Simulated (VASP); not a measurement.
Set up this calculation in VASP 6.6.1, as the native input.

```
Task                   : relaxation of cell and atoms
Functional             : r2SCAN
Potentials or basis    : VASP PAW PBE potentials, release 64 (Sr_sv)
Cutoff                 : 600 eV
k mesh                 : 7 × 7 × 7
Occupations            : fermi-dirac, width 0.02 eV
Spin                   : no spin polarisation
Dipole correction      : no
Further INCAR settings : ALGO = Normal; EDIFF = 1e-06; IBRION = 2; EDIFFG = -0.03; NSW = 80; ISIF = 3
```

Crystal: Sr.

```
Sr
1.0
     0.00000    3.04235    3.04235
     3.04235    0.00000    3.04235
     3.04235    3.04235    0.00000
Sr
1
Direct
  0.00000 0.00000 0.00000
```

The input as run:

POSCAR

```
Sr
1.0
    0.0000000000      3.0423500000      3.0423500000
    3.0423500000      0.0000000000      3.0423500000
    3.0423500000      3.0423500000      0.0000000000
Sr
1
Direct
    0.0000000000      0.0000000000      0.0000000000
```

INCAR.step1

```
PREC = Accurate ; ENCUT = 600
ISMEAR = -1 ; SIGMA = 0.02
LREAL = F ; LASPH = T
NELM = 80 ; GGA = PE
ALGO = Normal ; EDIFF = 1E-4
LWAVE = T ; LCHARG = F
```

INCAR.step2

```
PREC = Accurate ; ENCUT = 600
EDIFF = 1E-6 ; ISMEAR = -1
SIGMA = 0.02 ; LREAL = F
LASPH = T ; NELM = 80
ALGO = Normal ; ISIF = 3
LWAVE = F ; LCHARG = F
METAGGA = R2SCAN ; LMIXTAU = T
IBRION = 2 ; NSW = 80
EDIFFG = -0.03 ; ISTART = 1
```

KPOINTS

```
regular mesh
0
Gamma
  7 7 7
```

Potentials or basis: VASP PAW PBE potentials, release 64 (Sr_sv).

Command:

```bash
$ cat potpaw_PBE.64/Sr_sv/POTCAR > POTCAR
$ cp INCAR.step1 INCAR
$ mpirun -np 1 vasp_std > vasp.out
$ cp INCAR.step2 INCAR
$ mpirun -np 1 vasp_std > vasp.out
```

It gave:

```json
{
  "Relaxed volume": "57.47 Å³/atom",
  "Relaxed cell": "a = 4.332 Å, b = 4.332 Å, c = 4.332 Å, α = 60.00°, β = 60.00°, γ = 60.00°",
  "Space group after relaxing (to 0.05 Å)": "Fm-3m (No. 225)",
  "Energy gained by relaxing": "0.8 meV/atom",
  "Ionic steps": "3",
  "Pressure after relaxing": "0.0 GPa",
  "Band gap on the k mesh": "zero (band 5 reaches 1.51 eV, above the bottom of band 6 at 1.43 eV)"
}
```

Caveat: the PAW data sets were made with another functional, which shifts forces and pressure a little.

Wall time 3.3 min on 1 thread of AMD EPYC 7R43 64-Core Processor (Zen 3) (shared host), peak memory 0.19 GiB.
